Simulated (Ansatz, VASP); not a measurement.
SiW6 in VASP and in Ansatz

```xyz
7
Lattice="4.4683 0.0000 0.0000 -2.2341 3.8696 0.0000 0.0000 0.0000 21.6259" Properties=species:S:1:pos:R:3 pbc="T T T"
W     2.2341    1.2899    4.0000
W     0.0000    2.5797    4.9121
W     0.0000    0.0000    5.8242
W     2.2341    1.2899    6.6718
W     0.0000    2.5797    7.5323
W     0.0000    0.0000    8.3259
Si    0.0000    1.7198   11.6259
```

Alike in both runs: task single point; functional PBE; dispersion D3(BJ); k mesh 6 × 6 × 1; occupations gaussian, width 0.1 eV; no spin polarisation.

```csv
,VASP,Ansatz
version,VASP 6.6.1,Ansatz 0.2.0
potentials or method,"VASP PAW PBE potentials, release 64 (W_sv, Si), cutoff 520 eV","scalar-relativistic, plane waves, PAW"
valence electrons in the cell,88,88
```

Ansatz gave:

| Item | Value |
| --- | --- |
| gap on the k mesh at the Fermi level (eV) | none |
| rms of the force components (eV/Å) | 1.614 |
| work function, face that differs most (eV) | 3.94 |

Q: What did VASP give for the same quantities?

A: gap on the k mesh at the Fermi level (eV): none; rms of the force components (eV/Å): 1.625; work function, face that differs most (eV): 3.94.

Atom by atom the forces differ by 0.021 eV/Å (rms over components). A gap of «none» marks a metal or a gap that the smearing closes. Ansatz's warnings: dispersion switch in reach, vacuum below fermi.

Neither program's run includes spin-orbit coupling.
